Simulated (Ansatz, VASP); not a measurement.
# Sn: VASP beside Ansatz

File POSCAR:

```
Sn
1.0
   -2.9482820713      2.9504023647      1.5888172584
    2.9504023647     -2.9482820713      1.5888172584
    2.9460530987      2.9460530987     -1.5849306448
Sn
2
Direct
    0.0000251473      0.9999748527      0.0000000000
    0.7499748527      0.2500251473      0.5000000000
```

The input INCAR.step1:

```
SYSTEM = Sn
ALGO     = Normal         ! electronic algorithm
EDIFF    = 1E-4           ! SCF threshold, eV
ENCUT    = 520            ! plane-wave cutoff, eV
GGA      = PE             ! functional
ISMEAR   = 1              ! smearing method
LASPH    = .True.         ! aspherical terms in the spheres
LCHARG   = .False.        ! write CHGCAR
LREAL    = .False.        ! projectors in reciprocal space
LWAVE    = .True.         ! write WAVECAR
NBANDS   = 21             ! bands
NELM     = 100            ! most SCF steps
PREC     = Accurate       ! precision mode
SIGMA    = 0.3            ! smearing width, eV
```

The input INCAR.step2:

```
SYSTEM = Sn
ALGO     = Normal         ! electronic algorithm
EDIFF    = 1E-6           ! SCF threshold, eV
ENCUT    = 520            ! plane-wave cutoff, eV
ISIF     = 2              ! what is computed and relaxed
ISMEAR   = 1              ! smearing method
ISTART   = 1            
LASPH    = .True.         ! aspherical terms in the spheres
LCHARG   = .False.        ! write CHGCAR
LMIXTAU  = .True.       
LREAL    = .False.        ! projectors in reciprocal space
LWAVE    = .False.        ! write WAVECAR
METAGGA  = R2SCAN         ! meta-GGA
NBANDS   = 21             ! bands
NELM     = 100            ! most SCF steps
PREC     = Accurate       ! precision mode
SIGMA    = 0.3            ! smearing width, eV
```

File KPOINTS:

```
k-points
0
Gamma
  11 11 8
  0 0 0
```

Input for Ansatz:

```yaml
crystal:
  lattice:
    - [-2.9482820713, 2.9504023647, 1.5888172584]
    - [2.9504023647, -2.9482820713, 1.5888172584]
    - [2.9460530987, 2.9460530987, -1.5849306448]
  atoms:
    - { symbol: Sn, position: [2.51473e-05, 0.9999748527, 0.0] }
    - { symbol: Sn, position: [0.7499748527, 0.2500251473, 0.5] }
hamiltonian:
  xc: r2scan
  pseudopotentials:
    kind: paw
    azcp:
      Sn: "pseudopotentials/Sn.paw.azcp"
basis:
  ecutwfc: 500
  fft_grid_basis: typed
kpoints:
  mp_grid: { grid: [11, 11, 8], shift: [0, 0, 0] }
magnetization:
  spin_polarized: false
scf:
  occupations: { method: cold, width: 0.3 }
  lower_state_search: "off"
output:
  stress: true
```

Alike in both runs: task single point; functional r2SCAN; k mesh 11 × 11 × 8; no spin polarisation.

|  | VASP | Ansatz |
| --- | --- | --- |
| version | VASP 6.6.1 | Ansatz 0.2.0 |
| potentials or method | VASP PAW PBE potentials, release 64 (Sn_d), cutoff 520 eV | plane waves (500 eV) with PAW, scalar-relativistic |
| occupations | methfessel-paxton of order 1, width 0.3 eV | cold, width 0.3 eV |
| valence electrons in the cell | 28 | 28 |

Ansatz gave:

```
pressure (GPa)                                                : -0.1
traceless stress, the component that is largest in VASP (GPa) : -0.06
```

**Question.** Estimate VASP's values.

**Answer.** Pressure (GPa): -0.1; traceless stress, the component that is largest in VASP (GPa): -0.03.

VASP's potentials were made for PBE, not for r2SCAN.
